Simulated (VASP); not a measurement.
Runs of VASP 6.6.1 on B3As2. The structure is that of space group Cmmm (No. 65), or close to it. The cells are those of the table. 

```tsv
task	cell	k mesh	cutoff (eV)	gap on the mesh (eV)	pressure (GPa)	largest force (eV/Å)
single point	a = 6.007, b = 6.007, c = 2.886 Å, angles 90.0, 90.0, 135.3°, 5 atoms	4 × 4 × 6	520	none	0.3	0.04
single point	a = 4.025, b = 4.025, c = 5.975 Å, angles 90.0, 90.0, 121.5°, 5 atoms	6 × 6 × 4	520	none	(a)	(b)
single point	a = 5.768, b = 5.768, c = 2.936 Å, angles 90.0, 90.0, 134.4°, 5 atoms	6 × 6 × 4	520	none	0.4	0.03
relaxation of cell and atoms	relaxed from a = 5.768, b = 5.768, c = 2.936 Å, angles 90.0, 90.0, 134.4°, 5 atoms	4 × 4 × 6	600	none	0.2	0.04
```

Alike in all rows: level PBE; potentials or basis VASP PAW PBE potentials, release 64 (B, As); no spin polarisation; smearing gaussian 0.1 eV.

Problem. Fill in the values left out.

Solution. (a) 66.9; (b) 11.85.

Caveats: some runs use coarse meshes; this functional lacks dispersion, which binds the layers, so the pressure and a relaxed spacing across them are unreliable (some runs); forces of over 1 eV/Å act on the atoms, so gaps and moduli don't describe the material at rest (some runs).

A k mesh can miss the band edges, and the runs leave out spin-orbit coupling on As.

A gap of «none» marks levels without a gap at the run's occupations.
